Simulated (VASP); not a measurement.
Set up this calculation in VASP 6.6.1, as the native input.

```yaml
Task: single point
Functional: PBEsol
Potentials_or_basis: VASP PAW PBE potentials, release 64 (In_d)
Cutoff: 520 eV
k_mesh: 16 × 16 × 16
Occupations: fermi-dirac, width 0.1 eV
Spin: no spin polarisation
Dipole_correction: no
Further_INCAR_settings: ALGO = Normal; EDIFF = 1e-07; NBANDS = 12
```

The structure of In lies in POSCAR:

```
In
1.0
   -1.5259029570      1.5259029570      1.5259029570
    1.5259029570     -1.5259029570      1.5259029570
    1.5259029570      1.5259029570     -1.5259029570
In
1
Direct
    0.0000000000      0.0000000000      0.0000000000
```

This cell differs from its parent crystal: volume scaled by 0.55.

One way to write it, as run:

INCAR

```
SYSTEM = In
ALGO = Normal ; EDIFF = 1E-7
ENCUT = 520 ; GGA = PS
ISIF = 2 ; ISMEAR = -1
LASPH = .TRUE. ; LCHARG = .TRUE.
LELF = .TRUE. ; LREAL = .FALSE.
LVHAR = .TRUE. ; LWAVE = .FALSE.
NBANDS = 12 ; NELM = 100
PREC = Accurate ; SIGMA = 0.1
```

KPOINTS

```
k-points
0
G
  16 16 16
  0 0 0
```

Potentials or basis: VASP PAW PBE potentials, release 64 (In_d).

The run is started by

```bash
$ cat potpaw_PBE.64/In_d/POTCAR > POTCAR
$ mpirun -np 1 vasp_std > vasp.out
```

Results of the run:

- Pressure: 121.0 GPa

Caveat: the PAW data sets were made with another functional, which shifts forces and pressure a little.

Wall time 19 s on 1 thread of Intel(R) Xeon(R) Platinum 8259CL CPU @ 2.50GHz (Skylake/Cascade Lake) (shared host), peak memory 0.14 GiB.
